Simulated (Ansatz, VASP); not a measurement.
**Hg: VASP beside Ansatz**

Contents of INCAR:

```
SYSTEM = Hg
ALGO = Normal ; EDIFF = 1E-6
ENCUT = 520 ; GGA = PS
ISIF = 2 ; ISMEAR = -1
LASPH = .TRUE. ; LCHARG = .TRUE.
LELF = .TRUE. ; LREAL = .FALSE.
LVHAR = .TRUE. ; LWAVE = .FALSE.
NBANDS = 12 ; NELM = 80
PREC = Accurate ; SIGMA = 0.1
```

The input KPOINTS:

```
k-points
0
G
  14 14 14
  0 0 0
```

POSCAR

```
Hg
1.0
   -1.8600821662      1.8600821662      1.8600821662
    1.8600821662     -1.8600821662      1.8600821662
    1.8600821662      1.8600821662     -1.8600821662
Hg
1
Direct
    0.0000000000      0.0000000000      0.0000000000
```

Input for Ansatz:

```yaml
crystal:
  lattice:
    - [-1.8600821662, 1.8600821662, 1.8600821662]
    - [1.8600821662, -1.8600821662, 1.8600821662]
    - [1.8600821662, 1.8600821662, -1.8600821662]
  atoms:
    - { symbol: Hg, position: [0.0, 0.0, 0.0] }
hamiltonian:
  xc: pbesol
  pseudopotentials:
    kind: paw
    azcp:
      Hg: "pseudopotentials/Hg.paw.azcp"
basis:
  ecutwfc: 420
  fft_grid_basis: typed
kpoints:
  mp_grid: { grid: [14, 14, 14], shift: [0, 0, 0] }
magnetization:
  spin_polarized: false
scf:
  occupations: { method: fermi_dirac, width: 0.1 }
  lower_state_search: "off"
output:
  stress: true
```

Alike in both runs: task single point; functional PBEsol; k mesh 14 × 14 × 14; occupations fermi-dirac, width 0.1 eV; no spin polarisation.

```csv
,VASP,Ansatz
version,VASP 6.6.1,Ansatz 0.2.0
potentials or method,"VASP PAW PBE potentials, release 64 (Hg), cutoff 520 eV","plane waves (420 eV) with PAW, scalar-relativistic"
valence electrons in the cell,12,20
```

Ansatz gave:

- pressure (GPa): -1.9

**Question.** Which values does VASP return?

**Answer.** Pressure (GPa): -1.7.

VASP's potentials were made for PBE, not for PBEsol, and Ansatz warns of the same on its side. VASP's potentials hold 12 valence electrons a cell and Ansatz's 20, so a difference there can come from the potentials and not from the codes.

Neither program's run includes spin-orbit coupling.
